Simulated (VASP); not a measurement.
# Si in VASP: further runs, part 2 of 2

VASP 6.6.1. The steps go on from the part before.

## 5. Single point, LDA

File INCAR:

```
PREC = Accurate
ENCUT = 520
EDIFF = 1E-6
ISMEAR = 0
SIGMA = 0.1
LREAL = False
LASPH = True
NELM = 80
ALGO = Normal
ISIF = 2
LWAVE = False
LCHARG = True
LDIPOL = True
IDIPOL = 3
DIPOL = 0.5 0.5 0.500
LELF = True
LVHAR = True
LVACPOTAV = True
NBANDS = 11
```

File KPOINTS:

```
regular mesh
0
Gamma
  15 15 1
```

File POSCAR:

```
Si
1.0
    3.8310000000      0.0000000000      0.0000000000
   -1.9155000000      3.3177433219      0.0000000000
    0.0000000000      0.0000000000     28.0000000000
Si
2
Direct
    0.3333333333      0.6666666667      0.5178571429
    0.6666666667      0.3333333333      0.4821428571
```

Potentials or basis: VASP PAW LDA potentials, release 64 (Si).

Command:

```bash
cat potpaw_LDA.64/Si/POTCAR > POTCAR
mpirun -np 1 vasp_std > vasp.out
```

OUTCAR:

```text
PREC = Accurate
   ENCUT = 520
   EDIFF = 1E-6
   ISMEAR = 0
   LREAL = False
   LASPH = True
   NELM = 80
   ISIF = 2

 ion  position               nearest neighbor table
   1  0.333  0.667  0.518-   2 2.43   2 2.43   2 2.43
   2  0.667  0.333  0.482-   1 2.43   1 2.43   1 2.43

  LATTYP: Found a hexagonal cell.
 ALAT       =     3.8310000000
 C/A-ratio  =     7.3087966588

  Lattice vectors:

 A1 = (   3.8310000000,   0.0000000000,   0.0000000000)
 A2 = (  -1.9155000000,   3.3177433219,   0.0000000000)
 A3 = (   0.0000000000,   0.0000000000,  28.0000000000)

Analysis of symmetry for initial positions (statically):
=====================================================================
 Subroutine PRICEL returns:
 Original cell was already a primitive cell.

 Routine SETGRP: Setting up the symmetry group for a
 hexagonal supercell.

 Subroutine GETGRP returns: Found 12 space group operations
 (whereof 12 operations were pure point group operations)
 out of a pool of 24 trial point group operations.

The static configuration has the point symmetry D_3d.

Analysis of symmetry for dynamics (positions and initial velocities):
=====================================================================
 Subroutine PRICEL returns:
 Original cell was already a primitive cell.

 Routine SETGRP: Setting up the symmetry group for a
 hexagonal supercell.

 Subroutine GETGRP returns: Found 12 space group operations
 (whereof 12 operations were pure point group operations)
 out of a pool of 24 trial point group operations.

The dynamic configuration has the point symmetry D_3d.

 Subroutine INISYM returns: Found 12 space group operations
 (whereof 12 operations are pure point group operations),
 and found     1 'primitive' translations

----------------------------------------------------------------------------------------

                                     Primitive cell

  volume of cell :     355.8877

  direct lattice vectors                    reciprocal lattice vectors
     3.831000000  0.000000000  0.000000000     0.261028452  0.150704847  0.000000000
    -1.915500000  3.317743322  0.000000000     0.000000000  0.301409694  0.000000000
     0.000000000  0.000000000 28.000000000     0.000000000  0.000000000  0.035714286

  length of vectors
     3.831000000  3.831000000 28.000000000     0.301409694  0.301409694  0.035714286

  position of ions in fractional coordinates (direct lattice)
     0.333333333  0.666666667  0.517857143
     0.666666667  0.333333333  0.482142857

  ion indices of the primitive-cell ions
   primitive index   ion index
                 1           1
                 2           2

----------------------------------------------------------------------------------------

 KPOINTS: regular mesh

Automatic generation of k-mesh.
 Grid dimensions read from file:
 generate k-points for:   15   15    1

 Generating k-lattice:

  Cartesian coordinates                     Fractional coordinates (reciprocal lattice)
[... 41 lines left out ...]
 [... further k-points ...]
   k-points           NKPTS =     27   k-points in BZ     NKDIM =     27   number of bands    NBANDS=     11
   number of dos      NEDOS =    301   number of ions     NIONS =      2
   total plane-waves  NPLWV = 164640
   dimension x,y,z NGX =    28 NGY =   28 NGZ =  210
   dimension x,y,z NGXF=    56 NGYF=   56 NGZF=  420
   ions per type =               2
   NGX,Y,Z   is equivalent  to a cutoff of  12.15, 12.15, 12.47 a.u.
   NGXF,Y,Z  is equivalent  to a cutoff of  24.30, 24.30, 24.94 a.u.
 SYSTEM =  unknown system
   PREC   = accura    normal or accurate (medium, high low for compatibility)
   ISTART =      0    job   : 0-new  1-cont  2-samecut
   ICHARG =      2    charge: 1-file 2-atom 10-const
   ISPIN  =      1    spin polarized calculation?
   LNONCOLLINEAR =      F non collinear calculations
   LSORBIT =      F    spin-orbit coupling
   LASPH  =      T    aspherical Exc in radial PAW
   ENCUT  =  520.0 eV  38.22 Ry    6.18 a.u.   7.12  7.12 52.06*2*pi/ulx,y,z
   NELM   =     80;   NELMIN=  2; NELMDL= -5     # of ELM steps
   EDIFF  = 0.1E-05   stopping-criterion for ELM
   LREAL  =      F    real-space projection
   EDIFFG = 0.1E-04   stopping-criterion for IOM
   NSW    =      0    number of steps for IOM
   IBRION =     -1    ionic relax: 0-MD 1-quasi-New 2-CG
   NFREE  =      0    steps in history (QN), initial steepest desc. (CG)
   ISIF   =      2    stress and relaxation
   ISYM   =      2    0-nonsym 1-usesym 2-fastsym
   POTIM  = 0.5000    time-step for ionic-motion
   TEBEG  =    0.0;   TEEND  =   0.0 temperature during run
   PSTRESS=    0.0 pullay stress
   NELECT =       8.0000    total number of electrons
   NUPDOWN=      -1.0000    fix difference up-down
   EMIN   =  10.00;   EMAX   =-10.00  energy-range for DOS
   EFERMI =   0.00;   METHOD = LEGACY
   ISMEAR =     0;   SIGMA  =   0.10  broadening in eV -4-tet -1-fermi 0-gaus
   EFERMI_NEDOS =   21; number of points for ismear=-14 and -15
   IALGO  =     38    algorithm
   IMIX   =      4    mixing-type and parameters
     AMIX     =   0.40;   BMIX     =  1.00
     AMIX_MAG =   1.60;   BMIX_MAG =  1.00
  volume/ion in A,a.u.               =     177.94      1200.82
  Fermi-wavevector in a.u.,A,eV,Ry     =   0.462027  0.873104  2.904419  0.213469
  Thomas-Fermi vector in A             =   1.449397
   LORBIT       =      0    0 simple, 1 ext, 2 COOP (PROOUT), +10 PAW based schemes
   GGA     = CA    functional components
   LHFCALC =     F    Hartree Fock is set to
   AEXX    =    0.0000 exact exchange contribution
   IVDW    =     0    specifies the selected vdW correction
   LEPSILON=     F    determine dielectric tensor
   LRPA    =     F    only Hartree local field effects (RPA)
 non-spin polarized calculation
 Gauss-broadening in eV      SIGMA  =   0.10
  energy-cutoff  :      520.00
  volume of cell :      355.89
 maximum number of plane-waves:      9687
   NGX = 15   NGY = 15   NGZ =105

 dipolmoment           0.000000      0.000000      0.000000 electrons x Angstroem

 number of electron       7.9999999 magnetization

 dipolmoment           0.000000      0.000000     -0.000000 electrons x Angstroem

 Free energy of the ion-electron system (eV)
  ---------------------------------------------------
  ext. energy  EPLUGINS =         0.00000000
  ---------------------------------------------------
  free energy    TOTEN  =        -9.84814392 eV

  energy without entropy =       -9.84277451  energy(sigma->0) =       -9.84545921

 E-fermi :  -3.3628     XC(G=0):  -1.6745

 val. band max:       -3.4846980068   @ k =   0.0667   0.0667   0.0000
 cond. band min:      -3.3401594961   @ k =   0.3333   0.2667   0.0000
 fundamental gap:      0.1445385107
 Fermi energy:        -3.3627640799

 k-point     1 :       0.0000    0.0000    0.0000
  band No.  band energies     occupation
      1     -13.5402      2.00000
      2      -7.1159      2.00000
      3      -3.1376      0.00145
      4      -3.1376      0.00145
      5      -2.2487      0.00000
      6      -0.4525      0.00000
      7       0.4655      0.00000
      8       0.4655      0.00000
      9       0.8530      0.00000
     10       1.1051      0.00000
     11       1.4713      0.00000
[... 309 lines left out ...]
 k-point    24 :       0.4000    0.2000    0.0000
  band No.  band energies     occupation
      1     -10.9037      2.00000
      2      -9.7304      2.00000
      3      -6.2569      2.00000
      4      -4.2484      2.00000
      5      -3.2966      0.34909
      6       0.2564      0.00000
      7       1.1289      0.00000
      8       2.0086      0.00000
      9       2.7977      0.00000
     10       4.5427      0.00000
     11       4.6870      0.00000

 [... further k-points ...]

------------------------ aborting loop because EDIFF is reached ----------------------------------------

  FORCE on cell =-STRESS in cart. coord.  units (eV):
  Direction    XX          YY          ZZ          XY          YZ          ZX
  --------------------------------------------------------------------------------------
  -------------------------------------------------------------------------------------
  Total       -2.1659587     -2.1659587     -2.2073367      0.0000000      0.0000000      0.0000000
  in kB       -9.7509690     -9.7509690     -9.9372495      0.0000000      0.0000000      0.0000000
  external PRESSURE =      -9.8130625 kB  Pullay stress =       0.0000000 kB

 VOLUME and BASIS-vectors are now :
 -----------------------------------------------------------------------------
  energy-cutoff  :      520.00
  volume of cell :      355.89
      direct lattice vectors                 reciprocal lattice vectors
     3.831000000  0.000000000  0.000000000     0.261028452  0.150704847  0.000000000
    -1.915500000  3.317743322  0.000000000     0.000000000  0.301409694  0.000000000
     0.000000000  0.000000000 28.000000000     0.000000000  0.000000000  0.035714286

 POSITION                                       TOTAL-FORCE (eV/Angst)
 -----------------------------------------------------------------------------------
     -0.00000      2.21183     14.50000        -0.000000      0.000000     -2.204218
      1.91550      1.10591     13.50000         0.000000      0.000000      2.204218
 -----------------------------------------------------------------------------------
    total drift:                               -0.000000     -0.000000      0.000000

  FREE ENERGIE OF THE ION-ELECTRON SYSTEM (eV)
  ---------------------------------------------------
  free  energy   TOTEN  =        -9.8481439208 eV

  energy  without entropy=       -9.8427745056  energy(sigma->0) =       -9.84545921

 vacuum level on the upper side and lower side of the slab         1.159         1.159
```

OSZICAR:

```text
N       E                     dE             d eps       ncg     rms          rms(c)
DAV:   1     0.364971483551E+02    0.36497E+02   -0.20656E+03   594   0.434E+02
DAV:   2    -0.711694357652E+01   -0.43614E+02   -0.39715E+02   933   0.684E+01
DAV:   3    -0.102566372655E+02   -0.31397E+01   -0.31322E+01   797   0.233E+01
[... 13 lines left out ...]
DAV:  17    -0.984809551706E+01   -0.29853E-04   -0.14616E-06   905   0.482E-03    0.280E-03
DAV:  18    -0.984813244230E+01   -0.36925E-04   -0.25699E-06   721   0.480E-03    0.231E-03
DAV:  19    -0.984813821839E+01   -0.57761E-05   -0.23364E-07   907   0.188E-03    0.116E-03
DAV:  20    -0.984814304149E+01   -0.48231E-05   -0.88630E-08   765   0.104E-03    0.520E-04
DAV:  21    -0.984814392077E+01   -0.87928E-06   -0.13167E-08   902   0.447E-04
   1 F= -.98481439E+01 E0= -.98454592E+01  d E =-.536942E-02
```

Wall time 3 min (1 thread of AMD EPYC 7R43 (Zen 3), shared host); peak memory 0.32 GiB.

What came out:

| Quantity | Value |
| --- | --- |
| Free energy | -9.8481 eV |
| Largest force | 2.204 eV/Å |
| Band gap on the k mesh | zero (bands 4 and 5 overlap by 0.56 eV) |

Forces in eV/Å, atoms in the order of the input:
```
Si   0.000  0.000 -2.204
Si   0.000  0.000  2.204
```

Levels at points of the mesh, in eV from the Fermi level:
```tsv
k point	band 1	band 2	band 3	band 4	band 5	band 6	band 7	band 8	band 9
(0.00, 0.00, 0.00)	-10.18	-3.75	0.23	0.23	1.11	2.91	3.83	3.83	4.22
```

## 6. Single point, LDA

This run uses another cell than the first one.

File INCAR:

```
PREC = Accurate
ENCUT = 520
EDIFF = 1E-6
ISMEAR = 0
SIGMA = 0.1
LREAL = F
LASPH = T
NELM = 60
ALGO = Normal
ISIF = 2
LWAVE = F
LCHARG = F
LDIPOL = T
IDIPOL = 3
DIPOL = 0.5 0.5 0.500
NBANDS = 11
```

KPOINTS is that of step 5.

File POSCAR:

```
Si
1.0
    3.8920000000      0.0000000000      0.0000000000
   -1.9460000000      3.3705708715      0.0000000000
    0.0000000000      0.0000000000     28.0000000000
Si
2
Direct
    0.3333333333      0.6666666667      0.5051071429
    0.6666666667      0.3333333333      0.4948928571
```

Potentials or basis: VASP PAW LDA potentials, release 64 (Si).

Command:

```bash
cat potpaw_LDA.64/Si/POTCAR > POTCAR
mpirun -np 1 vasp_std > vasp.out
```

Run time: 2.7 min. Hardware: 1 thread of AMD EPYC 7R43 (Zen 3), shared host; peak memory 0.34 GiB.

Results (log left out):

```yaml
Free_energy: -10.3869 eV
Largest_force: 0.065 eV/Å
Band_gap_on_the_k_mesh: zero (filled and empty bands touch)
```

Forces on the atoms (eV/Å):
```
Si   0.000  0.000  0.065
Si   0.000  0.000 -0.065
```

Levels at points of the mesh, in eV from the Fermi level:
```csv
k point,band 1,band 2,band 3,band 4,band 5,band 6,band 7,band 8,band 9
"(0.00, 0.00, 0.00)",-11.22,-3.12,-1.58,-1.58,1.41,2.69,2.69,2.84,4.51
```

## 7. The runs side by side

```csv
cell,gap on the mesh (eV),largest force (eV/Å)
"a = 3.831, b = 3.831, c = 28.000 Å, angles 90.0, 90.0, 120.0°, 2 atoms, atomic positions A",none,0.12
"a = 3.831, b = 3.831, c = 28.000 Å, angles 90.0, 90.0, 120.0°, 2 atoms, atomic positions B",none,0.01
"a = 3.831, b = 3.831, c = 28.000 Å, angles 90.0, 90.0, 120.0°, 2 atoms, atomic positions C",none,0.90
"a = 3.831, b = 3.831, c = 28.000 Å, angles 90.0, 90.0, 120.0°, 2 atoms, atomic positions D",none,2.20
"a = 3.892, b = 3.892, c = 28.000 Å, angles 90.0, 90.0, 120.0°, 2 atoms, atomic positions E",none,0.06
```

Alike in all rows: task single point; level LDA; potentials or basis VASP PAW LDA potentials, release 64 (Si); no spin polarisation; k mesh 15 × 15 × 1; cutoff (eV) 520; smearing gaussian 0.1 eV.

Absolute energies hang on the potentials; compare differences alone.

The gap in the log of VASP goes by the Fermi energy; the results here count the filled bands.